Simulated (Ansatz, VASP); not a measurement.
## TaO5 in VASP and in Ansatz

The input INCAR:

```
PREC = Accurate ; ENCUT = 700
EDIFF = 1E-7 ; ISMEAR = 0
SIGMA = 0.1 ; LREAL = False
LASPH = True ; NELM = 120
ALGO = Normal ; ISIF = 3
LWAVE = False ; LCHARG = False
GGA = PE ; IBRION = 2
NSW = 100 ; EDIFFG = -0.01
GGA_COMPAT = False ; NELMIN = 4
```

Contents of KPOINTS:

```
Automatic mesh
0
Gamma
  12 12 6
```

The input POSCAR:

```
TaO5
1.0
    3.5184295419      0.0000000000      0.0000000000
   -1.7592147710      3.0470493647      0.0000000000
    0.0000000000      0.0000000000      8.6771144749
Ta O
1 5
Direct
    0.0000000000      0.0000000000      0.0000000000
    0.0000000000      0.0000000000      0.2091393671
    0.0000000000      0.0000000000      0.7908606329
    0.5000000000      0.0000000000      0.5000000000
    0.0000000000      0.5000000000      0.5000000000
    0.5000000000      0.5000000000      0.5000000000
```

Input for Ansatz:

```yaml
crystal:
  lattice:
    - [3.5184295419, 0.0, 0.0]
    - [-1.759214771, 3.0470493647, 0.0]
    - [0.0, 0.0, 8.6771144749]
  atoms:
    - { symbol: Ta, position: [0.0, 0.0, 0.0] }
    - { symbol: O, position: [0.0, 0.0, 0.2091393671] }
    - { symbol: O, position: [0.0, 0.0, 0.7908606329] }
    - { symbol: O, position: [0.5, 0.0, 0.5] }
    - { symbol: O, position: [0.0, 0.5, 0.5] }
    - { symbol: O, position: [0.5, 0.5, 0.5] }
basis:
  ecutwfc: 420
kpoints:
  mp_grid: { grid: [12, 12, 6] }
hamiltonian:
  xc: pbe
scf:
  occupations: { method: gaussian, width: 0.1 }
output:
  forces: true
  stress: true
  eigenvalues: true
  write_density: true
  write_potential: true
  elf: true
  volumetric_format: npy
relax:
  adjacent_minimum: "off"
  f_tol: 0.01
  max_steps: 80
  cell: { stress_tol: 0.05 }
```

Alike in both runs: task relaxation of cell and atoms; functional PBE; k mesh 12 × 12 × 6; occupations gaussian, width 0.1 eV; no spin polarisation.

```csv
,VASP,Ansatz
version,VASP 6.6.1,Ansatz 0.2.0
potentials or method,"VASP PAW PBE potentials, release 64 (Ta_sv_GW, O), cutoff 700 eV","scalar-relativistic, plane waves, PAW"
valence electrons in the cell,43,43
```

Ansatz gave:

| Quantity | Value |
| --- | --- |
| gap on the k mesh at the Fermi level, each at its own relaxed structure (eV) | none |
| relaxed volume (Å³/atom) | 15.62 |
| relaxed length of the cell vector where the two differ most in proportion (Å) | 8.859 |

Task: Estimate VASP's values.

Result: gap on the k mesh at the Fermi level, each at its own relaxed structure (eV): none; relaxed volume (Å³/atom): 15.28; relaxed length of the cell vector where the two differ most in proportion (Å): 8.689.

A gap of «none» marks a metal or a gap that the smearing closes.

Spin-orbit coupling is off throughout.
